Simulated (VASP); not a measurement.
# BaS (rocksalt type): single point with LDA

Crystal: BaS (rocksalt type).

```
Ba S
1.0
     0.00000    2.88574    2.88574
     2.88574    0.00000    2.88574
     2.88574    2.88574    0.00000
Ba S
1 1
Direct
  0.00000 0.00000 0.00000
  0.50000 0.50000 0.50000
```

```json
{
 "Program": "VASP 6.6.1",
 "Task": "single point",
 "Functional": "LDA",
 "Potentials or basis": "VASP PAW LDA potentials, release 64 (Ba_sv, S)",
 "Cutoff": "500 eV",
 "k mesh": "11 × 11 × 11",
 "Occupations": "fermi-dirac, width 0.1 eV",
 "Spin": "no spin polarisation",
 "Dipole correction": "no",
 "Further INCAR settings": "ALGO = Normal; EDIFF = 1e-06; NBANDS = 15"
}
```

| Quantity | Value |
| --- | --- |
| Pressure | 24.0 GPa |
| Band gap on the k mesh | 0.93 eV |

Levels at points of the mesh, in eV from the valence-band top:
| k point | band 4 | band 5 | band 6 | band 7 | band 8 | band 9 | band 10 | band 11 | band 12 | band 13 |
| --- | --- | --- | --- | --- | --- | --- | --- | --- | --- | --- |
| (0.00, 0.00, 0.00) | -10.45 | -10.45 | -0.17 | -0.17 | -0.17 | 3.32 | 3.32 | 3.32 | 4.68 | 4.68 |

It took 29 s on 1 thread of Intel(R) Xeon(R) Platinum 8375C CPU @ 2.90GHz (Ice Lake) (shared host), peak memory 0.17 GiB.

Caveat: the cell stands under pressure; spin-orbit coupling is left out, which moves the levels of the heavy elements; an odd mesh through Γ misses points on the zone boundary, where band edges can lie.
